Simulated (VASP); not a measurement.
Runs of VASP 6.6.1 on Zn2C3. The structure is that of space group P-3m1 (No. 164), or close to it. The cells are those of the table. 

| task | cell | k mesh | cutoff (eV) | gap on the mesh (eV) | pressure (GPa) | relaxed volume (Å³/atom) | largest force (eV/Å) |
| --- | --- | --- | --- | --- | --- | --- | --- |
| single point | a = 3.329, b = 3.329, c = 5.180 Å, angles 90.0, 90.0, 120.0°, 5 atoms | 6 × 6 × 4 | 520 | none | (a) | - | 1.57 |
| single point | a = 2.677, b = 2.677, c = 7.607 Å, angles 90.0, 90.0, 120.0°, 5 atoms | 18 × 18 × 6 | 520 | none | 0.8 | - | 0.03 |
| relaxation of cell and atoms | relaxed from a = 2.681, b = 2.681, c = 7.573 Å, angles 90.0, 90.0, 120.0°, 5 atoms | 18 × 18 × 6 | 600 | none | 0.1 | 9.46 | - |
| single point | a = 2.681, b = 2.681, c = 7.573 Å, angles 90.0, 90.0, 120.0°, 5 atoms | 6 × 6 × 4 | 520 | none | (b) | - | 0.03 |
| relaxation of cell and atoms | relaxed from a = 3.329, b = 3.329, c = 5.180 Å, angles 90.0, 90.0, 120.0°, 5 atoms | 6 × 6 × 4 | 600 | none | -0.1 | 9.38 | 0.02 |

Alike in all rows: level PBE; potentials or basis VASP PAW PBE potentials, release 64 (Zn, C); no spin polarisation; smearing gaussian 0.1 eV.

Question: Estimate the missing entries.

Answer: (a) 13.3; (b) 0.7.

Caveats: some runs use coarse meshes; forces of over 1 eV/Å act on the atoms, so gaps and moduli don't describe the material at rest (some runs).

A gap of «none» marks levels without a gap at the run's occupations.
